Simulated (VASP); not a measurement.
# Al2Cu in VASP: single point with PBEsol

Aim: the single point of Al2Cu with PBEsol.

Everything below comes from runs of VASP 6.6.1. Logs are shortened: lines on timing, memory, paths and dates and some standing lists are left out, and cuts for length are marked.

## (1) The cell of the first run

The typed cell holds 3 atoms: a = 4.049 Å, b = 4.049 Å, c = 4.049 Å, α = 120.00°, β = 120.00°, γ = 90.00°.

## (2) Single point, PBEsol

Input file INCAR:

```
SYSTEM = Al2Cu
PREC = Accurate ; ENCUT = 600
EDIFF = 1E-6 ; ISMEAR = 0
SIGMA = 0.1 ; LREAL = .FALSE.
LASPH = .TRUE. ; NELM = 120
ALGO = Normal ; ISIF = 2
LWAVE = .FALSE. ; LCHARG = .FALSE.
GGA = PS ; NBANDS = 16
GGA_COMPAT = .FALSE.
```

Input file KPOINTS:

```
regular mesh
0
G
  6 6 6
  0 0 0
```

Input file POSCAR:

```
Al2Cu
1.0
   -2.0246340906      2.0246340906      2.8630707062
    2.0246340906     -2.0246340906      2.8630707062
    2.0246340906      2.0246340906     -2.8630707062
Al Cu
2 1
Direct
    0.7500000000      0.2500000000      0.5000000000
    0.2500000000      0.7500000000      0.5000000000
    0.5000000000      0.5000000000      0.0000000000
```

Potentials or basis: VASP PAW PBE potentials, release 64 (Al, Cu).

Launch:

```
> cat potpaw_PBE.64/Al/POTCAR potpaw_PBE.64/Cu/POTCAR > POTCAR
> mpirun -np 1 vasp_std > vasp.out
```

OUTCAR:

```text
SYSTEM = Al2Cu
   PREC = Accurate
   ENCUT = 600
   EDIFF = 1E-6
   ISMEAR = 0
   LREAL = .FALSE.
   LASPH = .TRUE.
   NELM = 120
   ISIF = 2
   GGA = PS

 ion  position               nearest neighbor table
   1  0.750  0.250  0.500-   3 2.48   3 2.48   3 2.48   3 2.48   2 2.86   2 2.86   2 2.86   2 2.86
                             2 2.86   2 2.86
   2  0.250  0.750  0.500-   3 2.48   3 2.48   3 2.48   3 2.48   1 2.86   1 2.86   1 2.86   1 2.86
                             1 2.86   1 2.86
   3  0.500  0.500  0.000-   2 2.48   1 2.48   1 2.48   2 2.48   1 2.48   2 2.48   2 2.48   1 2.48

  LATTYP: Found a body centered tetragonal cell.
 ALAT       =     4.0492681812
 C/A-ratio  =     1.4141176025

  Lattice vectors:

 A1 = (  -2.0246340906,   2.0246340906,   2.8630707062)
 A2 = (   2.0246340906,  -2.0246340906,   2.8630707062)
 A3 = (   2.0246340906,   2.0246340906,  -2.8630707062)

Analysis of symmetry for initial positions (statically):
=====================================================================
 Subroutine PRICEL returns:
 Original cell was already a primitive cell.

 Routine SETGRP: Setting up the symmetry group for a
 body centered tetragonal supercell.

 Subroutine GETGRP returns: Found 16 space group operations
 (whereof 16 operations were pure point group operations)
 out of a pool of 16 trial point group operations.

The static configuration has the point symmetry D_4h.

Analysis of symmetry for dynamics (positions and initial velocities):
=====================================================================
 Subroutine PRICEL returns:
 Original cell was already a primitive cell.

 Routine SETGRP: Setting up the symmetry group for a
 body centered tetragonal supercell.

 Subroutine GETGRP returns: Found 16 space group operations
 (whereof 16 operations were pure point group operations)
 out of a pool of 16 trial point group operations.

The dynamic configuration has the point symmetry D_4h.

 Subroutine INISYM returns: Found 16 space group operations
 (whereof 16 operations are pure point group operations),
 and found     1 'primitive' translations

----------------------------------------------------------------------------------------

                                     Primitive cell

  volume of cell :      46.9445

  direct lattice vectors                    reciprocal lattice vectors
    -2.024634091  2.024634091  2.863070706     0.000000000  0.246958205  0.174637671
     2.024634091 -2.024634091  2.863070706     0.246958205  0.000000000  0.174637671
     2.024634091  2.024634091 -2.863070706     0.246958205  0.246958205  0.000000000

  length of vectors
     4.049130804  4.049130804  4.049130804     0.302467636  0.302467636  0.349251642

  position of ions in fractional coordinates (direct lattice)
     0.750000000  0.250000000  0.500000000
     0.250000000  0.750000000  0.500000000
     0.500000000  0.500000000  0.000000000

  ion indices of the primitive-cell ions
   primitive index   ion index
                 1           1
                 2           2
                 3           3

----------------------------------------------------------------------------------------

 KPOINTS: regular mesh

Automatic generation of k-mesh.
 Grid dimensions read from file:
 generate k-points for:    6    6    6

 Generating k-lattice:

  Cartesian coordinates                     Fractional coordinates (reciprocal lattice)
     0.000000000  0.041159701  0.029106278     0.166666667  0.000000000  0.000000000
     0.041159701  0.000000000  0.029106278     0.000000000  0.166666667  0.000000000
     0.041159701  0.041159701  0.000000000     0.000000000  0.000000000  0.166666667

  Length of vectors
     0.050411273  0.050411273  0.058208607

  Shift w.r.t. Gamma in fractional coordinates (k-lattice)
     0.000000000  0.000000000  0.000000000

 Subroutine IBZKPT returns following result:
 ===========================================

 Found     30 irreducible k-points:

 Following reciprocal coordinates:
            Coordinates               Weight
  0.000000  0.000000  0.000000      1.000000
  0.166667 -0.000000  0.000000      8.000000
  0.333333  0.000000  0.000000      8.000000
  0.500000  0.000000  0.000000      4.000000
  0.166667  0.166667  0.000000      8.000000
  0.333333  0.166667 -0.000000     16.000000
[... 16 lines left out ...]
 -0.333333 -0.333333  0.166667      8.000000
 -0.166667 -0.333333  0.166667      8.000000
 [... further k-points ...]
   k-points           NKPTS =     30   k-points in BZ     NKDIM =     30   number of bands    NBANDS=     16
   number of dos      NEDOS =    301   number of ions     NIONS =      3
   total plane-waves  NPLWV =  32768
   dimension x,y,z NGX =    32 NGY =   32 NGZ =   32
   dimension x,y,z NGXF=    64 NGYF=   64 NGZF=   64
   ions per type =               2   1
   NGX,Y,Z   is equivalent  to a cutoff of  13.14, 13.14, 13.14 a.u.
   NGXF,Y,Z  is equivalent  to a cutoff of  26.28, 26.28, 26.28 a.u.
 SYSTEM =  Al2Cu
   PREC   = accura    normal or accurate (medium, high low for compatibility)
   ISTART =      0    job   : 0-new  1-cont  2-samecut
   ICHARG =      2    charge: 1-file 2-atom 10-const
   ISPIN  =      1    spin polarized calculation?
   LNONCOLLINEAR =      F non collinear calculations
   LSORBIT =      F    spin-orbit coupling
   LASPH  =      T    aspherical Exc in radial PAW
   ENCUT  =  600.0 eV  44.10 Ry    6.64 a.u.   8.09  8.09  8.09*2*pi/ulx,y,z
   NELM   =    120;   NELMIN=  2; NELMDL= -5     # of ELM steps
   EDIFF  = 0.1E-05   stopping-criterion for ELM
   LREAL  =      F    real-space projection
   EDIFFG = 0.1E-04   stopping-criterion for IOM
   NSW    =      0    number of steps for IOM
   IBRION =     -1    ionic relax: 0-MD 1-quasi-New 2-CG
   NFREE  =      0    steps in history (QN), initial steepest desc. (CG)
   ISIF   =      2    stress and relaxation
   ISYM   =      2    0-nonsym 1-usesym 2-fastsym
   POTIM  = 0.5000    time-step for ionic-motion
   TEBEG  =    0.0;   TEEND  =   0.0 temperature during run
   PSTRESS=    0.0 pullay stress
   NELECT =      17.0000    total number of electrons
   NUPDOWN=      -1.0000    fix difference up-down
   EMIN   =  10.00;   EMAX   =-10.00  energy-range for DOS
   EFERMI =   0.00;   METHOD = LEGACY
   ISMEAR =     0;   SIGMA  =   0.10  broadening in eV -4-tet -1-fermi 0-gaus
   EFERMI_NEDOS =   21; number of points for ismear=-14 and -15
   IALGO  =     38    algorithm
   IMIX   =      4    mixing-type and parameters
     AMIX     =   0.40;   BMIX     =  1.00
     AMIX_MAG =   1.60;   BMIX_MAG =  1.00
  volume/ion in A,a.u.               =      15.65       105.60
  Fermi-wavevector in a.u.,A,eV,Ry     =   1.166889  2.205100 18.526089  1.361629
  Thomas-Fermi vector in A             =   2.303396
   LORBIT       =      0    0 simple, 1 ext, 2 COOP (PROOUT), +10 PAW based schemes
   GGA     = PS    functional components
   LHFCALC =     F    Hartree Fock is set to
   AEXX    =    0.0000 exact exchange contribution
   IVDW    =     0    specifies the selected vdW correction
   LEPSILON=     F    determine dielectric tensor
   LRPA    =     F    only Hartree local field effects (RPA)
 non-spin polarized calculation
 Gauss-broadening in eV      SIGMA  =   0.10
  energy-cutoff  :      600.00
  volume of cell :       46.94
 maximum number of plane-waves:      1588
   NGX = 17   NGY = 17   NGZ = 17

 number of electron      17.0000011 magnetization

 Free energy of the ion-electron system (eV)
  ---------------------------------------------------
  ext. energy  EPLUGINS =         0.00000000
  ---------------------------------------------------
  free energy    TOTEN  =       -13.01458187 eV

  energy without entropy =      -13.00834607  energy(sigma->0) =      -13.01146397

 E-fermi :   7.0560     XC(G=0): -10.6343

 val. band max:        7.0491221355   @ k =  -0.1667  -0.3333   0.1667
 cond. band min:       7.4899234829   @ k =   0.5000   0.5000   0.5000
 fundamental gap:      0.4408013474
 Fermi energy:         7.0560444702

 k-point     1 :       0.0000    0.0000    0.0000
  band No.  band energies     occupation
      1      -3.2018      2.00000
      2       2.4655      2.00000
      3       2.4656      2.00000
      4       2.4656      2.00000
      5       3.0330      2.00000
      6       3.0331      2.00000
[... 8 lines left out ...]
     15      14.1222      0.00000
     16      14.1244      0.00000

 k-point     2 :       0.1667   -0.0000    0.0000
  band No.  band energies     occupation
      1      -2.8269      2.00000
      2       2.3419      2.00000
      3       2.5183      2.00000
      4       2.5183      2.00000
      5       3.0226      2.00000
      6       3.0227      2.00000
[... 8 lines left out ...]
     15      13.2003      0.00000
     16      13.7810      0.00000

 k-point     3 :       0.3333    0.0000    0.0000
  band No.  band energies     occupation
      1      -1.7341      2.00000
      2       1.8053      2.00000
      3       2.5948      2.00000
      4       2.5948      2.00000
      5       3.0485      2.00000
      6       3.0485      2.00000
[... 8 lines left out ...]
     15      14.5580      0.00000
     16      16.2277      0.00000

 k-point     4 :       0.5000    0.0000    0.0000
  band No.  band energies     occupation
      1      -0.4006      2.00000
      2       0.5345      2.00000
      3       2.6107      2.00000
      4       2.6108      2.00000
      5       3.0751      2.00000
      6       3.0948      2.00000
[... 8 lines left out ...]
     15      16.9155      0.00000
     16      18.4176      0.00000
[... 324 lines left out ...]
 k-point    22 :      -0.1667    0.5000    0.1667
  band No.  band energies     occupation
      1      -0.3922      2.00000
      2       1.0736      2.00000
      3       2.5494      2.00000
      4       2.6880      2.00000
      5       3.0782      2.00000
      6       3.1027      2.00000
[... 8 lines left out ...]
     15      17.0082      0.00000
     16      18.1161      0.00000

 k-point    23 :      -0.3333   -0.3333    0.1667
  band No.  band energies     occupation
      1      -0.7739      2.00000
      2       1.8632      2.00000
      3       2.4960      2.00000
      4       2.7949      2.00000
      5       2.9281      2.00000
      6       3.0882      2.00000
[... 8 lines left out ...]
     15      16.3498      0.00000
     16      16.8940      0.00000

 k-point    24 :      -0.1667   -0.3333    0.1667
  band No.  band energies     occupation
      1      -1.8427      2.00000
      2       2.0685      2.00000
      3       2.6046      2.00000
      4       2.6362      2.00000
      5       2.9148      2.00000
      6       3.1063      2.00000
[... 8 lines left out ...]
     15      15.7417      0.00000
     16      16.7919      0.00000

 [... further k-points ...]

------------------------ aborting loop because EDIFF is reached ----------------------------------------

  FORCE on cell =-STRESS in cart. coord.  units (eV):
  Direction    XX          YY          ZZ          XY          YZ          ZX
  --------------------------------------------------------------------------------------
  -------------------------------------------------------------------------------------
  Total        0.0226503      0.0226503      0.0225844      0.0000000     -0.0000000     -0.0000000
  in kB        0.7730366      0.7730366      0.7707873      0.0000000     -0.0000000     -0.0000000
  external PRESSURE =       0.7722868 kB  Pullay stress =       0.0000000 kB

 VOLUME and BASIS-vectors are now :
 -----------------------------------------------------------------------------
  energy-cutoff  :      600.00
  volume of cell :       46.94
      direct lattice vectors                 reciprocal lattice vectors
    -2.024634091  2.024634091  2.863070706     0.000000000  0.246958205  0.174637671
     2.024634091 -2.024634091  2.863070706     0.246958205  0.000000000  0.174637671
     2.024634091  2.024634091 -2.863070706     0.246958205  0.246958205  0.000000000

 POSITION                                       TOTAL-FORCE (eV/Angst)
 -----------------------------------------------------------------------------------
      0.00000      2.02463      1.43154         0.000000     -0.000000      0.000000
      2.02463      0.00000      1.43154        -0.000000      0.000000     -0.000000
      0.00000      0.00000      2.86307        -0.000000      0.000000     -0.000000
 -----------------------------------------------------------------------------------
    total drift:                               -0.000000      0.000000     -0.000000

  FREE ENERGIE OF THE ION-ELECTRON SYSTEM (eV)
  ---------------------------------------------------
  free  energy   TOTEN  =       -13.0145818711 eV

  energy  without entropy=      -13.0083460703  energy(sigma->0) =      -13.01146397
```

Run time: 62 s. Hardware: 1 thread of Intel Xeon 8259CL, shared host; peak memory 0.16 GiB.

Results:

```yaml
Free_energy: -13.0146 eV
Pressure: 0.1 GPa
Band_gap_on_the_k_mesh: zero (an odd number of electrons rules out a gap without spin polarisation)
```

Levels at points of the mesh, in eV from the Fermi level:
```
           k point  band 5  band 6  band 7  band 8  band 9  band 10  band 11  band 12  band 13  band 14
(0.00, 0.00, 0.00)   -4.02   -4.02    2.95    2.95    2.95     3.01     3.01     3.01     4.43     7.07
(0.50, 0.00, 0.00)   -3.98   -3.96   -3.96    0.66    0.66     2.99     2.99     3.91     4.44     9.86
(0.50, 0.50, 0.00)   -4.09   -3.86   -3.74   -1.95   -1.95     0.43     1.54     9.10    10.78    10.78
(0.50, 0.50, 0.50)   -4.09   -3.86   -3.74   -1.95   -1.95     0.43     1.54     9.10    10.78    10.78
```

Caveat: the PAW data sets were made with another functional, which shifts forces and pressure a little.

The gap in the log of VASP goes by the Fermi energy; the results here count the filled bands.